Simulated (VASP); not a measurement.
Set up this calculation in VASP 6.6.1, as the native input.

| Item | Value |
| --- | --- |
| Task | single point |
| Functional | PBEsol |
| Potentials or basis | VASP PAW PBE potentials, release 64 (K_sv, I) |
| Cutoff | 520 eV |
| k mesh | 6 × 6 × 6 |
| Occupations | gaussian, width 0.01 eV |
| Spin | no spin polarisation |
| Dipole correction | no |
| Further INCAR settings | ALGO = Normal; EDIFF = 1e-06; NBANDS = 15 |

The structure of KI lies in POSCAR:

```
KI
1.0
    4.3476665942      0.0000000000      0.0000000000
    0.0000000000      4.3476665942      0.0000000000
    0.0000000000      0.0000000000      4.3476665942
K I
1 1
Direct
    0.0000000000      0.0000000000      0.0000000000
    0.5000000000      0.5000000000      0.5000000000
```

One way to write it, as run:

INCAR

```
SYSTEM = KI
PREC = Accurate ; ENCUT = 520
EDIFF = 1E-6 ; ISMEAR = 0
SIGMA = 0.01 ; LREAL = .False.
LASPH = .True. ; NELM = 100
ALGO = Normal ; ISIF = 2
LWAVE = .False. ; LCHARG = .False.
GGA = PS ; NBANDS = 15
```

KPOINTS

```
regular mesh
0
Gamma
  6 6 6
  0 0 0
```

Potentials or basis: VASP PAW PBE potentials, release 64 (K_sv, I).

Launch:

```bash
$ cat potpaw_PBE.64/K_sv/POTCAR potpaw_PBE.64/I/POTCAR > POTCAR
$ mpirun -np 1 vasp_std > vasp.out
```

It gave:

```
Pressure               : -1.0 GPa
Band gap on the k mesh : 3.10 eV (least direct gap 3.44 eV)
```

Caveat: the PAW data sets were made with another functional, which shifts forces and pressure a little; spin-orbit coupling is left out, which moves the levels of the heavy elements.

It took 20 s on 1 thread of Intel Xeon 8259CL, with other jobs on the host, peak memory 0.19 GiB.
